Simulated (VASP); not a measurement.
# Hf in VASP: a series of runs

The runs below take Hf through single point, with PBE.

Program: VASP 6.6.1. These are calculated values, not measurements. Logs are shortened: lines on timing, memory, paths and dates and some standing lists are left out, and cuts for length are marked.

### 1 The cell of the first run

The cell holds a sheet with vacuum, 1 atom: a = 2.897 Å, b = 2.897 Å, c = 23.800 Å, α = 90.00°, β = 90.00°, γ = 120.00°.

### 2 Single point, PBE

File INCAR:

```
SYSTEM = Hf
ALGO = Normal ; DIPOL = 0.5 0.5 0.294
EDIFF = 1E-6 ; ENCUT = 520
GGA = PE ; IDIPOL = 3
ISIF = 2 ; ISMEAR = 0
LASPH = .True. ; LCHARG = .False.
LDIPOL = .True. ; LREAL = .False.
LWAVE = .False. ; NBANDS = 11
NELM = 60 ; PREC = Accurate
SIGMA = 0.1
```

File KPOINTS:

```
k-points
0
Gamma
  24 24 1
  0 0 0
```

File POSCAR:

```
Hf
1.0
    2.8971601022      0.0000002793      0.0000000000
   -1.4485802930      2.5090141076      0.0000000000
    0.0000000000      0.0000000000     23.8000000000
Hf
1
Direct
    0.0000000000      0.0000000000      0.2941176471
```

Potentials or basis: VASP PAW PBE potentials, release 64 (Hf_pv).

Command:

```console
cat potpaw_PBE.64/Hf_pv/POTCAR > POTCAR
mpirun -np 1 vasp_std > vasp.out
```

OUTCAR:

```text
SYSTEM = Hf
   EDIFF = 1E-6
   ENCUT = 520
   GGA = PE
   ISIF = 2
   ISMEAR = 0
   LASPH = .True.
   LREAL = .False.
   NELM = 60
   PREC = Accurate

 ion  position               nearest neighbor table
   1  0.000  0.000  0.294-

  LATTYP: Found a hexagonal cell.
 ALAT       =     2.8971601022
 C/A-ratio  =     8.2149412392

  Lattice vectors:

 A1 = (   2.8971601022,   0.0000002793,   0.0000000000)
 A2 = (  -1.4485802930,   2.5090141076,   0.0000000000)
 A3 = (   0.0000000000,   0.0000000000,  23.8000000000)

Analysis of symmetry for initial positions (statically):
=====================================================================
 Subroutine PRICEL returns:
 Original cell was already a primitive cell.

 Routine SETGRP: Setting up the symmetry group for a
 hexagonal supercell.

 Subroutine GETGRP returns: Found 24 space group operations
 (whereof 12 operations were pure point group operations)
 out of a pool of 24 trial point group operations.

The static configuration has the point symmetry C_6v.
 The point group associated with its full space group is D_6h.

Analysis of symmetry for dynamics (positions and initial velocities):
=====================================================================
 Subroutine PRICEL returns:
 Original cell was already a primitive cell.

 Routine SETGRP: Setting up the symmetry group for a
 hexagonal supercell.

 Subroutine GETGRP returns: Found 24 space group operations
 (whereof 12 operations were pure point group operations)
 out of a pool of 24 trial point group operations.

The dynamic configuration has the point symmetry C_6v.
 The point group associated with its full space group is D_6h.

 Subroutine INISYM returns: Found 24 space group operations
 (whereof 12 operations are pure point group operations),
 and found     1 'primitive' translations

----------------------------------------------------------------------------------------

                                     Primitive cell

  volume of cell :     173.0026

  direct lattice vectors                    reciprocal lattice vectors
     2.897160102  0.000000279  0.000000000     0.345165579  0.199281484  0.000000000
    -1.448580293  2.509014108  0.000000000    -0.000000038  0.398562902  0.000000000
     0.000000000  0.000000000 23.800000000     0.000000000  0.000000000  0.042016807

  length of vectors
     2.897160102  2.897160102 23.800000000     0.398562902  0.398562902  0.042016807

  position of ions in fractional coordinates (direct lattice)
     0.000000000  0.000000000  0.294117647

  ion indices of the primitive-cell ions
   primitive index   ion index
                 1           1

----------------------------------------------------------------------------------------

 KPOINTS: k-points

Automatic generation of k-mesh.
 Grid dimensions read from file:
 generate k-points for:   24   24    1

 Generating k-lattice:

  Cartesian coordinates                     Fractional coordinates (reciprocal lattice)
     0.014381899  0.008303395  0.000000000     0.041666667 -0.000000000  0.000000000
    -0.000000002  0.016606788  0.000000000    -0.000000000  0.041666667  0.000000000
     0.000000000  0.000000000  0.042016807     0.000000000  0.000000000  1.000000000

  Length of vectors
     0.016606788  0.016606788  0.042016807

  Shift w.r.t. Gamma in fractional coordinates (k-lattice)
     0.000000000  0.000000000  0.000000000

 Subroutine IBZKPT returns following result:
 ===========================================

 Found     61 irreducible k-points:

 Following reciprocal coordinates:
            Coordinates               Weight
  0.000000  0.000000  0.000000      1.000000
  0.041667 -0.000000  0.000000      6.000000
  0.083333 -0.000000  0.000000      6.000000
  0.125000  0.000000  0.000000      6.000000
  0.166667  0.000000  0.000000      6.000000
  0.208333  0.000000  0.000000      6.000000
[... 16 lines left out ...]
  0.416667  0.041667  0.000000     12.000000
  0.458333  0.041667  0.000000     12.000000
 [... further k-points ...]
   k-points           NKPTS =     61   k-points in BZ     NKDIM =     61   number of bands    NBANDS=     11
   number of dos      NEDOS =    301   number of ions     NIONS =      1
   total plane-waves  NPLWV = 103680
   dimension x,y,z NGX =    24 NGY =   24 NGZ =  180
   dimension x,y,z NGXF=    48 NGYF=   48 NGZF=  360
   ions per type =               1
   NGX,Y,Z   is equivalent  to a cutoff of  13.77, 13.77, 12.57 a.u.
   NGXF,Y,Z  is equivalent  to a cutoff of  27.54, 27.54, 25.15 a.u.
 SYSTEM =  Hf
   PREC   = accura    normal or accurate (medium, high low for compatibility)
   ISTART =      0    job   : 0-new  1-cont  2-samecut
   ICHARG =      2    charge: 1-file 2-atom 10-const
   ISPIN  =      1    spin polarized calculation?
   LNONCOLLINEAR =      F non collinear calculations
   LSORBIT =      F    spin-orbit coupling
   LASPH  =      T    aspherical Exc in radial PAW
   ENCUT  =  520.0 eV  38.22 Ry    6.18 a.u.   5.39  5.39 44.25*2*pi/ulx,y,z
   NELM   =     60;   NELMIN=  2; NELMDL= -5     # of ELM steps
   EDIFF  = 0.1E-05   stopping-criterion for ELM
   LREAL  =      F    real-space projection
   EDIFFG = 0.1E-04   stopping-criterion for IOM
   NSW    =      0    number of steps for IOM
   IBRION =     -1    ionic relax: 0-MD 1-quasi-New 2-CG
   NFREE  =      0    steps in history (QN), initial steepest desc. (CG)
   ISIF   =      2    stress and relaxation
   ISYM   =      2    0-nonsym 1-usesym 2-fastsym
   POTIM  = 0.5000    time-step for ionic-motion
   TEBEG  =    0.0;   TEEND  =   0.0 temperature during run
   PSTRESS=    0.0 pullay stress
   NELECT =      10.0000    total number of electrons
   NUPDOWN=      -1.0000    fix difference up-down
   EMIN   =  10.00;   EMAX   =-10.00  energy-range for DOS
   EFERMI =   0.00;   METHOD = LEGACY
   ISMEAR =     0;   SIGMA  =   0.10  broadening in eV -4-tet -1-fermi 0-gaus
   EFERMI_NEDOS =   21; number of points for ismear=-14 and -15
   IALGO  =     38    algorithm
   IMIX   =      4    mixing-type and parameters
     AMIX     =   0.40;   BMIX     =  1.00
     AMIX_MAG =   1.60;   BMIX_MAG =  1.00
  volume/ion in A,a.u.               =     173.00      1167.48
  Fermi-wavevector in a.u.,A,eV,Ry     =   0.632981  1.196161  5.451377  0.400665
  Thomas-Fermi vector in A             =   1.696482
   LORBIT       =      0    0 simple, 1 ext, 2 COOP (PROOUT), +10 PAW based schemes
   GGA     = PE    functional components
   LHFCALC =     F    Hartree Fock is set to
   AEXX    =    0.0000 exact exchange contribution
   IVDW    =     0    specifies the selected vdW correction
   LEPSILON=     F    determine dielectric tensor
   LRPA    =     F    only Hartree local field effects (RPA)
 non-spin polarized calculation
 Gauss-broadening in eV      SIGMA  =   0.10
  energy-cutoff  :      520.00
  volume of cell :      173.00
 maximum number of plane-waves:      4745
 NGX is ok and might be reduce to    24
   NGX = 11   NGY = 11   NGZ = 89

 dipolmoment           0.000000      0.000000     -0.000001 electrons x Angstroem

 number of electron      10.0000000 magnetization

 dipolmoment           0.000000      0.000000      0.000002 electrons x Angstroem

 Free energy of the ion-electron system (eV)
  ---------------------------------------------------
  ext. energy  EPLUGINS =         0.00000000
  ---------------------------------------------------
  free energy    TOTEN  =        -7.79356751 eV

  energy without entropy =       -7.78105428  energy(sigma->0) =       -7.78731089

 E-fermi :  -3.0774     XC(G=0):  -2.1881

 val. band max:       -3.0827288976   @ k =   0.3333   0.2917   0.0000
 cond. band min:      -3.0685002374   @ k =   0.2500   0.1250   0.0000
 fundamental gap:      0.0142286602
 Fermi energy:        -3.0773667639

 k-point     1 :       0.0000    0.0000    0.0000
  band No.  band energies     occupation
      1     -33.7379      2.00000
      2     -32.8480      2.00000
      3     -32.8480      2.00000
      4      -8.6163      2.00000
      5      -3.3976      1.99999
      6      -2.8119      0.00017
      7      -1.1536      0.00000
      8      -1.1536      0.00000
      9       0.9476      0.00000
     10       1.1605      0.00000
     11       1.4823      0.00000

 k-point     2 :       0.0417   -0.0000    0.0000
  band No.  band energies     occupation
      1     -33.7343      2.00000
      2     -32.8735      2.00000
      3     -32.8536      2.00000
      4      -8.5378      2.00000
      5      -3.3587      1.99993
      6      -2.8181      0.00025
      7      -1.2411      0.00000
      8      -1.0847      0.00000
      9       0.9876      0.00000
     10       1.1718      0.00000
     11       1.5229      0.00000

 k-point     3 :       0.0833   -0.0000    0.0000
  band No.  band energies     occupation
      1     -33.7239      2.00000
      2     -32.9475      2.00000
      3     -32.8698      2.00000
      4      -8.3076      2.00000
      5      -3.2440      1.98153
      6      -2.8410      0.00083
      7      -1.4789      0.00000
      8      -0.8794      0.00000
      9       1.1074      0.00000
     10       1.1870      0.00000
     11       1.6446      0.00000
[... 267 lines left out ...]
 k-point    23 :       0.4167    0.0417    0.0000
  band No.  band energies     occupation
      1     -34.1529      2.00000
      2     -33.5324      2.00000
      3     -33.1675      2.00000
      4      -5.7934      2.00000
      5      -4.0387      2.00000
      6      -1.2264      0.00000
      7      -0.0709      0.00000
      8       0.9895      0.00000
      9       3.0375      0.00000
     10       4.6628      0.00000
     11       5.2829      0.00000

 k-point    24 :       0.4583    0.0417    0.0000
  band No.  band energies     occupation
      1     -34.1943      2.00000
      2     -33.5252      2.00000
      3     -33.1783      2.00000
      4      -5.8283      2.00000
      5      -4.0951      2.00000
      6      -0.7219      0.00000
      7      -0.1653      0.00000
      8       0.9449      0.00000
      9       3.2923      0.00000
     10       5.0532      0.00000
     11       6.0246      0.00000

 [... further k-points ...]

------------------------ aborting loop because EDIFF is reached ----------------------------------------

 vacuum level on the upper side and lower side of the slab       (xc-potential included)        -0.010        -0.010

  FORCE on cell =-STRESS in cart. coord.  units (eV):
  Direction    XX          YY          ZZ          XY          YZ          ZX
  --------------------------------------------------------------------------------------
  -------------------------------------------------------------------------------------
  Total        0.5153378      0.5153378     -0.0035710     -0.0000000      0.0000000      0.0000000
  in kB        4.7725443      4.7725443     -0.0330712     -0.0000000      0.0000000      0.0000000
  external PRESSURE =       3.1706725 kB  Pullay stress =       0.0000000 kB

 VOLUME and BASIS-vectors are now :
 -----------------------------------------------------------------------------
  energy-cutoff  :      520.00
  volume of cell :      173.00
      direct lattice vectors                 reciprocal lattice vectors
     2.897160102  0.000000279  0.000000000     0.345165579  0.199281484  0.000000000
    -1.448580293  2.509014108  0.000000000    -0.000000038  0.398562902  0.000000000
     0.000000000  0.000000000 23.800000000     0.000000000  0.000000000  0.042016807

 POSITION                                       TOTAL-FORCE (eV/Angst)
 -----------------------------------------------------------------------------------
      0.00000      0.00000      7.00000        -0.000000      0.000000      0.000000
 -----------------------------------------------------------------------------------
    total drift:                                0.000000      0.000000      0.000029

  FREE ENERGIE OF THE ION-ELECTRON SYSTEM (eV)
  ---------------------------------------------------
  free  energy   TOTEN  =        -7.7935675098 eV

  energy  without entropy=       -7.7810542784  energy(sigma->0) =       -7.78731089

 vacuum level on the upper side and lower side of the slab         1.232         1.232
```

Wall time 2.1 min (1 thread of Intel Xeon Platinum 8259CL at 2.50GHz (Skylake/Cascade Lake), shared host); peak memory 0.35 GiB.

What came out:

```yaml
Free_energy: -7.7936 eV
Band_gap_on_the_k_mesh: zero (band 5 reaches -2.64 eV, above the bottom of band 6 at -3.50 eV)
```

Levels at points of the mesh, in eV from the Fermi level:
```csv
k point,band 2,band 3,band 4,band 5,band 6,band 7,band 8,band 9
"(0.00, 0.00, 0.00)",-29.77,-29.77,-5.54,-0.32,0.27,1.92,1.92,4.02
"(0.50, 0.00, 0.00)",-30.45,-30.09,-2.83,-1.05,2.45,2.92,4.21,6.25
```

Caveat: spin-orbit coupling is left out, which moves the levels of the heavy elements.

(Continued in part 2 of 3.)
